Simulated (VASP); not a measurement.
# Sn (R-3m) in VASP: notebook

The runs below take Sn through single point, with PBEsol.

Everything below comes from runs of VASP 6.6.1. Logs are shortened: lines on timing, memory, paths and dates and some standing lists are left out, and cuts for length are marked.

**1. The cell of the first run**

Symmetry: R-3m, No. 166, trigonal system. The conventional cell has a = 4.573 Å, b = 4.573 Å, c = 11.201 Å, α = 90.00°, β = 90.00°, γ = 120.00°. Within 3.1 Å of Sn (site symmetry 3m) lie 4 Sn at 2.30 to 3.01 Å.

**2. Single point, PBEsol (shortest bond scaled by 0.82)**

The input, INCAR:

```
PREC = Accurate
ENCUT = 520
EDIFF = 1E-7
ISMEAR = -1
SIGMA = 0.05
LREAL = F
LASPH = T
NELM = 100
ALGO = Normal
ISIF = 2
LWAVE = F
LCHARG = F
GGA = PS
NBANDS = 21
```

The input, KPOINTS:

```
Automatic mesh
0
Gamma
  8 8 8
```

The input, POSCAR:

```
Sn
1.0
    0.0000000000      3.2333428000      3.2333428000
    3.2333428000      0.0000000000      3.2333428000
    3.2333428000      3.2333428000      0.0000000000
Sn
2
Direct
   -0.0675000000      0.0225000000      0.0225000000
    0.3175000000      0.2275000000      0.2275000000
```

Potentials or basis: VASP PAW PBE potentials, release 64 (Sn_d).

Started as:

```console
$ cat potpaw_PBE.64/Sn_d/POTCAR > POTCAR
$ mpirun -np 1 vasp_std > vasp.out
```

OUTCAR:

```text
PREC = Accurate
   ENCUT = 520
   EDIFF = 1E-7
   ISMEAR = -1
   LREAL = F
   LASPH = T
   NELM = 100
   ISIF = 2
   GGA = PS

 ion  position               nearest neighbor table
   1  0.932  0.023  0.023-   2 2.30   2 3.01   2 3.01   2 3.01
   2  0.318  0.227  0.227-   1 2.30   1 3.01   1 3.01   1 3.01

  LATTYP: Found a face centered cubic cell.
 ALAT       =     6.4666856000

  Lattice vectors:

 A1 = (   0.0000000000,   3.2333428000,   3.2333428000)
 A2 = (   3.2333428000,   0.0000000000,   3.2333428000)
 A3 = (   3.2333428000,   3.2333428000,   0.0000000000)

Analysis of symmetry for initial positions (statically):
=====================================================================
 Subroutine PRICEL returns:
 Original cell was already a primitive cell.

 Routine SETGRP: Setting up the symmetry group for a
 face centered cubic supercell.

 Subroutine GETGRP returns: Found 12 space group operations
 (whereof  6 operations were pure point group operations)
 out of a pool of 48 trial point group operations.

The static configuration has the point symmetry C_3v.
 The point group associated with its full space group is D_3d.

Analysis of symmetry for dynamics (positions and initial velocities):
=====================================================================
 Subroutine PRICEL returns:
 Original cell was already a primitive cell.

 Routine SETGRP: Setting up the symmetry group for a
 face centered cubic supercell.

 Subroutine GETGRP returns: Found 12 space group operations
 (whereof  6 operations were pure point group operations)
 out of a pool of 48 trial point group operations.

The dynamic configuration has the point symmetry C_3v.
 The point group associated with its full space group is D_3d.

 Subroutine INISYM returns: Found 12 space group operations
 (whereof  6 operations are pure point group operations),
 and found     1 'primitive' translations

----------------------------------------------------------------------------------------

                                     Primitive cell

  volume of cell :      67.6060

  direct lattice vectors                    reciprocal lattice vectors
     0.000000000  3.233342800  3.233342800    -0.154638723  0.154638723  0.154638723
     3.233342800  0.000000000  3.233342800     0.154638723 -0.154638723  0.154638723
     3.233342800  3.233342800  0.000000000     0.154638723  0.154638723 -0.154638723

  length of vectors
     4.572637240  4.572637240  4.572637240     0.267842124  0.267842124  0.267842124

  position of ions in fractional coordinates (direct lattice)
     0.932500000  0.022500000  0.022500000
     0.317500000  0.227500000  0.227500000

  ion indices of the primitive-cell ions
   primitive index   ion index
                 1           1
                 2           2

----------------------------------------------------------------------------------------

 KPOINTS: Automatic mesh

Automatic generation of k-mesh.
 Grid dimensions read from file:
 generate k-points for:    8    8    8

 Generating k-lattice:

  Cartesian coordinates                     Fractional coordinates (reciprocal lattice)
    -0.019329840  0.019329840  0.019329840     0.125000000  0.000000000  0.000000000
     0.019329840 -0.019329840  0.019329840     0.000000000  0.125000000  0.000000000
     0.019329840  0.019329840 -0.019329840     0.000000000  0.000000000  0.125000000

  Length of vectors
     0.033480266  0.033480266  0.033480266

  Shift w.r.t. Gamma in fractional coordinates (k-lattice)
     0.000000000  0.000000000  0.000000000

 Subroutine IBZKPT returns following result:
 ===========================================

 Found     65 irreducible k-points:

 Following reciprocal coordinates:
            Coordinates               Weight
  0.000000  0.000000  0.000000      1.000000
  0.125000  0.000000  0.000000      2.000000
  0.000000  0.125000  0.000000      6.000000
  0.250000  0.000000  0.000000      2.000000
  0.000000  0.250000  0.000000      6.000000
  0.375000  0.000000  0.000000      2.000000
[... 16 lines left out ...]
 -0.250000  0.125000  0.000000      6.000000
  0.000000 -0.250000  0.125000     12.000000
 [... further k-points ...]
   k-points           NKPTS =     65   k-points in BZ     NKDIM =     65   number of bands    NBANDS=     21
   number of dos      NEDOS =    301   number of ions     NIONS =      2
   total plane-waves  NPLWV =  46656
   dimension x,y,z NGX =    36 NGY =   36 NGZ =   36
   dimension x,y,z NGXF=    72 NGYF=   72 NGZF=   72
   ions per type =               2
   NGX,Y,Z   is equivalent  to a cutoff of  13.09, 13.09, 13.09 a.u.
   NGXF,Y,Z  is equivalent  to a cutoff of  26.18, 26.18, 26.18 a.u.
 SYSTEM =  unknown system
   PREC   = accura    normal or accurate (medium, high low for compatibility)
   ISTART =      0    job   : 0-new  1-cont  2-samecut
   ICHARG =      2    charge: 1-file 2-atom 10-const
   ISPIN  =      1    spin polarized calculation?
   LNONCOLLINEAR =      F non collinear calculations
   LSORBIT =      F    spin-orbit coupling
   LASPH  =      T    aspherical Exc in radial PAW
   ENCUT  =  520.0 eV  38.22 Ry    6.18 a.u.   8.50  8.50  8.50*2*pi/ulx,y,z
   NELM   =    100;   NELMIN=  2; NELMDL= -5     # of ELM steps
   EDIFF  = 0.1E-06   stopping-criterion for ELM
   LREAL  =      F    real-space projection
   EDIFFG = 0.1E-05   stopping-criterion for IOM
   NSW    =      0    number of steps for IOM
   IBRION =     -1    ionic relax: 0-MD 1-quasi-New 2-CG
   NFREE  =      0    steps in history (QN), initial steepest desc. (CG)
   ISIF   =      2    stress and relaxation
   ISYM   =      2    0-nonsym 1-usesym 2-fastsym
   POTIM  = 0.5000    time-step for ionic-motion
   TEBEG  =    0.0;   TEEND  =   0.0 temperature during run
   PSTRESS=    0.0 pullay stress
   NELECT =      28.0000    total number of electrons
   NUPDOWN=      -1.0000    fix difference up-down
   EMIN   =  10.00;   EMAX   =-10.00  energy-range for DOS
   EFERMI =   0.00;   METHOD = LEGACY
   ISMEAR =    -1;   SIGMA  =   0.05  broadening in eV -4-tet -1-fermi 0-gaus
   EFERMI_NEDOS =   21; number of points for ismear=-14 and -15
   IALGO  =     38    algorithm
   IMIX   =      4    mixing-type and parameters
     AMIX     =   0.40;   BMIX     =  1.00
     AMIX_MAG =   1.60;   BMIX_MAG =  1.00
  volume/ion in A,a.u.               =      33.80       228.11
  Fermi-wavevector in a.u.,A,eV,Ry     =   1.220298  2.306028 20.260793  1.489126
  Thomas-Fermi vector in A             =   2.355520
   LORBIT       =      0    0 simple, 1 ext, 2 COOP (PROOUT), +10 PAW based schemes
   GGA     = PS    functional components
   LHFCALC =     F    Hartree Fock is set to
   AEXX    =    0.0000 exact exchange contribution
   IVDW    =     0    specifies the selected vdW correction
   LEPSILON=     F    determine dielectric tensor
   LRPA    =     F    only Hartree local field effects (RPA)
 non-spin polarized calculation
  energy-cutoff  :      520.00
  volume of cell :       67.61
 maximum number of plane-waves:      1841
 NGX is ok and might be reduce to    36
   NGX = 17   NGY = 17   NGZ = 17

 number of electron      28.0000001 magnetization

 Free energy of the ion-electron system (eV)
  ---------------------------------------------------
  ext. energy  EPLUGINS =         0.00000000
  ---------------------------------------------------
  free energy    TOTEN  =        -6.80972747 eV

  energy without entropy =       -6.80467048  energy(sigma->0) =       -6.80719898

 E-fermi :   5.5980     XC(G=0):  -9.1295

 val. band max:        5.5663460603   @ k =   0.3750   0.3750   0.0000
 cond. band min:       5.6100412026   @ k =   0.0000   0.3750   0.0000
 fundamental gap:      0.0436951423
 Fermi energy:         5.5979632453

 k-point     1 :       0.0000    0.0000    0.0000
  band No.  band energies     occupation
      1     -17.0342      2.00000
      2     -16.4402      2.00000
      3     -16.4402      2.00000
      4     -16.1499      2.00000
      5     -16.1499      2.00000
      6     -15.9533      2.00000
[... 13 lines left out ...]
     20      13.4333      0.00000
     21      13.4333      0.00000

 k-point     2 :       0.1250    0.0000    0.0000
  band No.  band energies     occupation
      1     -17.0447      2.00000
      2     -16.4607      2.00000
      3     -16.4607      2.00000
      4     -16.1215      2.00000
      5     -16.1215      2.00000
      6     -15.9830      2.00000
[... 13 lines left out ...]
     20      12.3820      0.00000
     21      12.3820      0.00000

 k-point     3 :       0.0000    0.1250    0.0000
  band No.  band energies     occupation
      1     -17.0377      2.00000
      2     -16.4503      2.00000
      3     -16.4380      2.00000
      4     -16.1523      2.00000
      5     -16.1361      2.00000
      6     -15.9633      2.00000
[... 13 lines left out ...]
     20      12.6822      0.00000
     21      12.8782      0.00000

 k-point     4 :       0.2500    0.0000    0.0000
  band No.  band energies     occupation
      1     -17.0694      2.00000
      2     -16.4991      2.00000
      3     -16.4991      2.00000
      4     -16.0665      2.00000
      5     -16.0665      2.00000
      6     -16.0312      2.00000
[... 13 lines left out ...]
     20      11.9690      0.00000
     21      12.1520      0.00000

 k-point     5 :       0.0000    0.2500    0.0000
  band No.  band energies     occupation
      1     -17.0458      2.00000
      2     -16.4728      2.00000
      3     -16.4325      2.00000
      4     -16.1587      2.00000
      5     -16.1044      2.00000
      6     -15.9857      2.00000
[... 13 lines left out ...]
     20      12.3480      0.00000
     21      12.7685      0.00000
[... 382 lines left out ...]
     20      12.9028      0.00000
     21      14.5453      0.00000

 k-point    22 :       0.1250    0.0000   -0.3750
  band No.  band energies     occupation
      1     -17.0636      2.00000
      2     -16.5071      2.00000
      3     -16.4481      2.00000
      4     -16.1419      2.00000
      5     -16.0575      2.00000
      6     -16.0211      2.00000
[... 13 lines left out ...]
     20      13.3912      0.00000
     21      13.7455      0.00000

 k-point    23 :      -0.2500    0.1250    0.0000
  band No.  band energies     occupation
      1     -17.0773      2.00000
      2     -16.5184      2.00000
      3     -16.4966      2.00000
      4     -16.0810      2.00000
      5     -16.0548      2.00000
      6     -16.0332      2.00000
[... 13 lines left out ...]
     20      12.5072      0.00000
     21      13.6465      0.00000

 k-point    24 :       0.0000   -0.2500    0.1250
  band No.  band energies     occupation
      1     -17.0494      2.00000
      2     -16.4706      2.00000
      3     -16.4374      2.00000
      4     -16.1575      2.00000
      5     -16.1034      2.00000
      6     -15.9819      2.00000
[... 13 lines left out ...]
     20      12.5131      0.00000
     21      14.4555      0.00000

 [... further k-points ...]

------------------------ aborting loop because EDIFF is reached ----------------------------------------

  FORCE on cell =-STRESS in cart. coord.  units (eV):
  Direction    XX          YY          ZZ          XY          YZ          ZX
  --------------------------------------------------------------------------------------
  -------------------------------------------------------------------------------------
  Total        3.9046364      3.9046364      3.9046364     -5.4272308      5.4272308     -5.4272308
  in kB       92.5349791     92.5349791     92.5349791   -128.6185546    128.6185546   -128.6185546
  external PRESSURE =      92.5349791 kB  Pullay stress =       0.0000000 kB

 VOLUME and BASIS-vectors are now :
 -----------------------------------------------------------------------------
  energy-cutoff  :      520.00
  volume of cell :       67.61
      direct lattice vectors                 reciprocal lattice vectors
     0.000000000  3.233342800  3.233342800    -0.154638723  0.154638723  0.154638723
     3.233342800  0.000000000  3.233342800     0.154638723 -0.154638723  0.154638723
     3.233342800  3.233342800  0.000000000     0.154638723  0.154638723 -0.154638723

 POSITION                                       TOTAL-FORCE (eV/Angst)
 -----------------------------------------------------------------------------------
      0.14550      3.08784      3.08784        -4.708006      4.708006      4.708006
      1.47117      1.76217      1.76217         4.708006     -4.708006     -4.708006
 -----------------------------------------------------------------------------------
    total drift:                                0.000000      0.000000      0.000000

  FREE ENERGIE OF THE ION-ELECTRON SYSTEM (eV)
  ---------------------------------------------------
  free  energy   TOTEN  =        -6.8097274710 eV

  energy  without entropy=       -6.8046704848  energy(sigma->0) =       -6.80719898
```

Wall time 2.2 min (1 thread of Intel Xeon 8259CL, shared host); peak memory 0.24 GiB.

What came out:

```yaml
Free_energy: -6.8097 eV
Pressure: 9.3 GPa
Largest_force: 8.155 eV/Å
Band_gap_on_the_k_mesh: zero (bands 14 and 15 overlap by 1.29 eV)
```

Forces in eV/Å, atoms in the order of the input:
```
Sn  -4.708  4.708  4.708
Sn   4.708 -4.708 -4.708
```

Stress tensor (GPa, compression positive):
```
  9.25 -12.86 -12.86
-12.86   9.25  12.86
-12.86  12.86   9.25
```

Levels at points of the mesh, in eV from the Fermi level:
```
           k point  band 12  band 13  band 14  band 15  band 16  band 17
(0.00, 0.00, 0.00)    -1.44    -0.64     1.11     1.11     1.13     1.13
(0.50, 0.00, 0.00)    -8.12    -1.23    -1.23     0.95     3.66     3.66
(0.00, 0.50, 0.00)    -5.76    -1.85    -0.52    -0.05     1.50     4.49
(0.50, 0.50, 0.00)    -6.75    -2.42    -2.37    -0.18     1.28     7.30
```

Caveat: the cell differs from its parent crystal (shortest bond scaled by 0.82); the cell stands under pressure; the PAW data sets were made with another functional, which shifts forces and pressure a little; spin-orbit coupling is left out, which moves the levels of the heavy elements.

[end of part 1 of 2]
